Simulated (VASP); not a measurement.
A run of VASP 6.6.1 is set up as follows.

Contents of INCAR:

```
SYSTEM = Al
  AGGAC = 1.0
  AGGAX = 1.0
  ALDAC = 0.0
  ALDAX = 1.0
  ALGO = Fast
  EDIFF = 1E-7
  ENCUT = 520
  GGA = B5
  ISIF = 2
  ISMEAR = 0
  LASPH = .True.
  LCHARG = .True.
  LNONCOLLINEAR = .True.
  LORBIT = 11
  LREAL = .False.
  LVHAR = .True.
  LWAVE = .False.
  MAGMOM = 0 0 0.5
  NBANDS = 14
  NELM = 150
  PREC = Accurate
  SIGMA = 0.1
```

The input KPOINTS:

```
k-points
0
Gamma
  8 8 8
  0 0 0
```

File POSCAR:

```
Al
1.0
    0.0000000000      2.0248050000      2.0248050000
    2.0248050000      0.0000000000      2.0248050000
    2.0248050000      2.0248050000      0.0000000000
Al
1
Direct
    0.0000000000      0.0000000000      0.0000000000
```

Potentials or basis: VASP PAW PBE potentials, release 64 (Al).

The run is started by

```sh
$ cat potpaw_PBE.64/Al/POTCAR > POTCAR
$ mpirun -np 1 vasp_ncl > vasp.out
```

Problem. Predict the pressure.

Solution. 3.0 GPa.

Problem. Predict the net moment.

Solution. 0.00 μB per cell.

Moments on the atoms (μB; x, y, z):
```
Al  0.00 0.00 0.00
```

Caveat: the PAW data sets were made with another functional, which shifts forces and pressure a little.
